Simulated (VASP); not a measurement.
# Ga (C2/c) in VASP: a series of runs, part 3 of 3

VASP 6.6.1. The steps go on from the part before.

## Step 6: Single point, LDA (engineering shear strain xz -0.2250, normal strain along z -0.0750)

INCAR

```
PREC = Accurate ; ENCUT = 520
EDIFF = 1E-7 ; ISMEAR = 0
SIGMA = 0.15 ; LREAL = F
LASPH = T ; NELM = 60
ALGO = Fast ; ISIF = 2
LWAVE = F ; LCHARG = F
NBANDS = 34
```

KPOINTS

```
Automatic mesh
0
Gamma
  10 10 10
```

POSCAR

```
Ga
1.0
    2.2085777266     -3.7454996903     -0.2484649942
    2.2085777266      3.7454996903     -0.2484649942
   -0.4993956970      0.0000000000      4.1061423973
Ga
4
Direct
    0.1560190462      0.8439809538      0.0845038705
    0.6560190462      0.3439809538      0.4154961295
    0.8439809538      0.1560190462      0.9154961295
    0.3439809538      0.6560190462      0.5845038705
```

Potentials or basis: VASP PAW LDA potentials, release 64 (Ga_d).

On the command line:

```console
> cat potpaw_LDA.64/Ga_d/POTCAR > POTCAR
> mpirun -np 1 vasp_std > vasp.out
```

OUTCAR:

```text
PREC = Accurate
   ENCUT = 520
   EDIFF = 1E-7
   ISMEAR = 0
   LREAL = F
   LASPH = T
   NELM = 60
   ISIF = 2

 ion  position               nearest neighbor table
   1  0.156  0.844  0.085-   2 2.33   3 2.44   4 2.50   4 2.50   3 2.59   3 2.85   2 2.87
   2  0.656  0.344  0.415-   1 2.33   4 2.44   3 2.50   3 2.50   4 2.59   4 2.85   1 2.87
   3  0.844  0.156  0.915-   4 2.33   1 2.44   2 2.50   2 2.50   1 2.59   1 2.85   4 2.87
   4  0.344  0.656  0.585-   3 2.33   2 2.44   1 2.50   1 2.50   2 2.59   2 2.85   3 2.87

  LATTYP: Found a base centered monoclinic cell.
[... 1086 lines left out ...]

 [... further k-points ...]
[... 5 lines left out ...]
  --------------------------------------------------------------------------------------
  -------------------------------------------------------------------------------------
  Total        7.4415982      2.4895384      5.8841136      0.0000000      0.0000000      4.3435727
  in kB      177.9399959     59.5286704    140.6981567      0.0000000      0.0000000    103.8614680
  external PRESSURE =     126.0556076 kB  Pullay stress =       0.0000000 kB

 VOLUME and BASIS-vectors are now :
 -----------------------------------------------------------------------------
  energy-cutoff  :      520.00
  volume of cell :       67.00
      direct lattice vectors                 reciprocal lattice vectors
     2.208577727 -3.745499690 -0.248464994     0.229530577 -0.133493537  0.027915881
     2.208577727  3.745499690 -0.248464994     0.229530577  0.133493537  0.027915881
    -0.499395697  0.000000000  4.106142397     0.027778050  0.000000000  0.246915996

 POSITION                                       TOTAL-FORCE (eV/Angst)
 -----------------------------------------------------------------------------------
      2.16638      2.57676      0.09852        -0.898637      0.504313     -0.556087
      2.00108     -1.16874      1.45762         0.898637      0.504313      0.556087
      1.75138     -2.57676      3.51069         0.898637     -0.504313      0.556087
      1.91668      1.16874      2.15159        -0.898637     -0.504313     -0.556087
 -----------------------------------------------------------------------------------
    total drift:                                0.000000      0.000000      0.000000

  FREE ENERGIE OF THE ION-ELECTRON SYSTEM (eV)
  ---------------------------------------------------
  free  energy   TOTEN  =       -13.5668446406 eV

  energy  without entropy=      -13.5484725046  energy(sigma->0) =      -13.55765857
```

stdout:

```text
POSCAR found type information on POSCAR Ga
 POSCAR found :  1 types and       4 ions
 scaLAPACK will be used
 LDA part: xc-table for (Slater(with rela. corr.)+CA(PZ))
 , standard interpolation
 POSCAR, INCAR and KPOINTS ok, starting setup
 FFT: planning ... GRIDC
 FFT: planning ... GRID_SOFT
 FFT: planning ... GRID
 WAVECAR not read
 entering main loop
WARNING in EDDRMM: call to ZHEGV failed, returncode =   8  4     29
WARNING in EDDRMM: call to ZHEGV failed, returncode =   8  4     31
WARNING in EDDRMM: call to ZHEGV failed, returncode =   8  4     32
WARNING in EDDRMM: call to ZHEGV failed, returncode =   6  3     31
WARNING in EDDRMM: call to ZHEGV failed, returncode =   8  4     31
WARNING in EDDRMM: call to ZHEGV failed, returncode =   8  4     31
WARNING in EDDRMM: call to ZHEGV failed, returncode =   8  4     31
WARNING in EDDRMM: call to ZHEGV failed, returncode =   6  3     30
WARNING in EDDRMM: call to ZHEGV failed, returncode =   6  3     32
WARNING in EDDRMM: call to ZHEGV failed, returncode =   8  4     31
WARNING in EDDRMM: call to ZHEGV failed, returncode =   8  4     30
WARNING in EDDRMM: call to ZHEGV failed, returncode =   8  4     33
WARNING in EDDRMM: call to ZHEGV failed, returncode =   8  4     31
```

Run time: 17 min. Hardware: 1 thread of Oxide Virtual Turin-like, shared host; peak memory 0.47 GiB.

Results:

```
Free energy            : -13.5668 eV
Pressure               : 12.6 GPa
Largest force          : 1.171 eV/Å
Band gap on the k mesh : zero (bands 26 and 27 overlap by 2.56 eV)
```

Forces on the atoms (eV/Å):
```
Ga  -0.899  0.504 -0.556
Ga   0.899  0.504  0.556
Ga   0.899 -0.504  0.556
Ga  -0.899 -0.504 -0.556
```

Stress tensor (GPa, compression positive):
```
17.79  0.00 10.39
 0.00  5.95  0.00
10.39  0.00 14.07
```

Caveat: the cell differs from its parent crystal (engineering shear strain xz -0.2250, normal strain along z -0.0750); the stress differs along the axes, from 6 to 18 GPa; forces of over 1 eV/Å act on the atoms, so gaps and moduli don't describe the material at rest.

## Step 7: Single point, LDA (engineering shear strain xz -0.2250, normal strain along z +0.1500)

INCAR

```
ALGO = Fast
EDIFF = 1E-6
ENCUT = 520
ISIF = 2
ISMEAR = 0
LASPH = T
LCHARG = T
LELF = T
LREAL = F
LVHAR = T
LWAVE = F
NBANDS = 34
NELM = 80
PREC = Accurate
SIGMA = 0.15
```

KPOINTS

```
k-points
0
Gamma
  10 10 10
```

POSCAR: that of step 6 with these lines changed.

```diff
@@ -4,3 +4,3 @@
     2.2085777266      3.7454996903     -0.2484649942
-   -0.4993956970      0.0000000000      4.1061423973
+   -0.4993956970      0.0000000000      5.1049337912
 Ga
```

Potentials or basis: VASP PAW LDA potentials, release 64 (Ga_d).

On the command line:

```console
> cat potpaw_LDA.64/Ga_d/POTCAR > POTCAR
> mpirun -np 1 vasp_std > vasp.out
```

OUTCAR:

```text
EDIFF = 1E-6
   ENCUT = 520
   ISIF = 2
   ISMEAR = 0
   LASPH = T
   LREAL = F
   NELM = 80
   PREC = Accurate

 ion  position               nearest neighbor table
   1  0.156  0.844  0.085-   3 2.49   2 2.50   3 2.62   3 2.91
   2  0.656  0.344  0.415-   4 2.49   1 2.50   4 2.62   4 2.91
   3  0.844  0.156  0.915-   1 2.49   4 2.50   1 2.62   1 2.91
   4  0.344  0.656  0.585-   2 2.49   3 2.50   2 2.62   2 2.91

  LATTYP: Found a base centered monoclinic cell.
 ALAT       =     4.4450198775
 B/A-ratio  =     1.6852566664
[... 1082 lines left out ...]
     33      11.0560      0.00000
     34      12.4190      0.00000

 [... further k-points ...]
[... 5 lines left out ...]
  --------------------------------------------------------------------------------------
  -------------------------------------------------------------------------------------
  Total       -2.2258629     -1.3056914     -2.4654485      0.0000000      0.0000000      1.7903688
  in kB      -42.6945586    -25.0446323    -47.2900801      0.0000000      0.0000000     34.3412899
  external PRESSURE =     -38.3430903 kB  Pullay stress =       0.0000000 kB

 VOLUME and BASIS-vectors are now :
 -----------------------------------------------------------------------------
  energy-cutoff  :      520.00
  volume of cell :       83.53
      direct lattice vectors                 reciprocal lattice vectors
     2.208577727 -3.745499690 -0.248464994     0.228909286 -0.133493537  0.022393300
     2.208577727  3.745499690 -0.248464994     0.228909286  0.133493537  0.022393300
    -0.499395697  0.000000000  5.104933791     0.022282735  0.000000000  0.198068759

 POSITION                                       TOTAL-FORCE (eV/Angst)
 -----------------------------------------------------------------------------------
      2.16638      2.57676      0.18292        -0.280846     -0.356349     -0.201076
      2.00108     -1.16874      1.87262         0.280846     -0.356349      0.201076
      1.75138     -2.57676      4.42508         0.280846      0.356349      0.201076
      1.91668      1.16874      2.73539        -0.280846      0.356349     -0.201076
 -----------------------------------------------------------------------------------
    total drift:                                0.000000      0.000000      0.000000

  FREE ENERGIE OF THE ION-ELECTRON SYSTEM (eV)
  ---------------------------------------------------
  free  energy   TOTEN  =       -13.9559327787 eV

  energy  without entropy=      -13.9394845190  energy(sigma->0) =      -13.94770865
```

stdout:

```text
POSCAR found type information on POSCAR Ga
 POSCAR found :  1 types and       4 ions
 scaLAPACK will be used
 LDA part: xc-table for (Slater(with rela. corr.)+CA(PZ))
 , standard interpolation
 POSCAR, INCAR and KPOINTS ok, starting setup
 FFT: planning ... GRIDC
 FFT: planning ... GRID_SOFT
 FFT: planning ... GRID
 WAVECAR not read
 entering main loop
WARNING in EDDRMM: call to ZHEGV failed, returncode =   8  4     32
WARNING in EDDRMM: call to ZHEGV failed, returncode =   6  3     31
WARNING in EDDRMM: call to ZHEGV failed, returncode =   8  4     31
```

It took 8.4 min on 1 thread of Oxide Virtual Turin-like, shared host; peak memory 0.55 GiB.

What came out:

```yaml
Free_energy: -13.9559 eV
Pressure: -3.8 GPa
Largest_force: 0.496 eV/Å
Band_gap_on_the_k_mesh: zero (bands 26 and 27 overlap by 1.91 eV)
```

Forces in eV/Å, atoms in the order of the input:
```
Ga  -0.281 -0.356 -0.201
Ga   0.281 -0.356  0.201
Ga   0.281  0.356  0.201
Ga  -0.281  0.356 -0.201
```

Caveat: the cell differs from its parent crystal (engineering shear strain xz -0.2250, normal strain along z +0.1500); the cell stands under tension.

## Step 8: Overview

| cell | further INCAR settings | gap on the mesh (eV) | pressure (GPa) | largest force (eV/Å) |
| --- | --- | --- | --- | --- |
| a = 4.355, b = 4.355, c = 3.971 Å, angles 96.9, 96.9, 118.6°, 4 atoms | ALGO = Fast; EDIFF = 1e-06; NBANDS = 34 | none | 18.1 | 1.52 |
| a = 4.361, b = 4.361, c = 4.489 Å, angles 98.6, 98.6, 118.4°, 4 atoms | ALGO = Fast; EDIFF = 1e-07; NBANDS = 34 | none | 7.9 | 1.40 |
| a = 4.355, b = 4.355, c = 4.467 Å, angles 96.5, 96.5, 118.6°, 4 atoms | ALGO = Fast; EDIFF = 1e-07; NBANDS = 34 | none | 4.8 | 0.77 |
| a = 4.361, b = 4.361, c = 4.160 Å, angles 99.0, 99.0, 118.4°, 4 atoms | ALGO = Fast; EDIFF = 1e-07; NBANDS = 34 | none | 16.6 | 1.89 |
| a = 4.355, b = 4.355, c = 4.136 Å, angles 96.8, 96.8, 118.6°, 4 atoms | ALGO = Fast; EDIFF = 1e-07; NBANDS = 34 | none | 12.6 | 1.17 |
| a = 4.355, b = 4.355, c = 5.129 Å, angles 96.1, 96.1, 118.6°, 4 atoms | ALGO = Fast; EDIFF = 1e-06; NBANDS = 34 | none | -3.8 | 0.50 |

Alike in all rows: task single point; level LDA; potentials or basis VASP PAW LDA potentials, release 64 (Ga_d); no spin polarisation; k mesh 10 × 10 × 10; cutoff (eV) 520; smearing gaussian 0.15 eV.

Caveats: forces of over 1 eV/Å act on the atoms, so gaps and moduli don't describe the material at rest (at least some runs); the stress differs along the axes, from 10 to 24 GPa (at least some runs); the stress differs along the axes, from 2 to 14 GPa (at least some runs); the stress differs along the axes, from 1 to 8 GPa (at least some runs); the stress differs along the axes, from 8 to 26 GPa (at least some runs); the stress differs along the axes, from 6 to 18 GPa (at least some runs); the cell stands under tension (at least some runs).

Absolute energies hang on the potentials; compare differences alone.
